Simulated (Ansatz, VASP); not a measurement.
**ZnO in VASP and in Ansatz**

```
Zn O
1.0
     5.56771    0.00000    0.00000
     0.00000    5.56771    0.00000
     0.00000    0.00000    3.28096
Zn O
4 4
Direct
  0.18179 0.18179 0.50000
  0.81821 0.81821 0.50000
  0.68179 0.31821 0.00000
  0.31821 0.68179 0.00000
  0.81748 0.18252 0.50000
  0.18252 0.81748 0.50000
  0.68252 0.68252 0.00000
  0.31748 0.31748 0.00000
```

Alike in both runs: task single point; functional r2SCAN; k mesh 4 × 4 × 6; no spin polarisation.

|  | VASP | Ansatz |
| --- | --- | --- |
| version | VASP 6.6.1 | Ansatz 0.2.0 |
| potentials or method | VASP PAW PBE potentials, release 64 (Zn, O) | plane waves, PAW |
| plane-wave cutoff (eV) | 520 | 500 |
| occupations | gaussian, width 0.01 eV | fixed |
| valence electrons in the cell | 72 | 72 |

Ansatz gave:

```
gap on the k mesh at the Fermi level (eV)                     : 1.18
pressure (GPa)                                                : -3.9
traceless stress, the component that is largest in VASP (GPa) : -0.47
rms of the force components (eV/Å)                            : 0.012
```

What did VASP give for the same quantities?

gap on the k mesh at the Fermi level (eV): 1.18; pressure (GPa): -3.2; traceless stress, the component that is largest in VASP (GPa): -0.27; rms of the force components (eV/Å): 0.013.

VASP's potentials were made for PBE, not for r2SCAN. Atom by atom the forces differ by 0.005 eV/Å (rms over components).
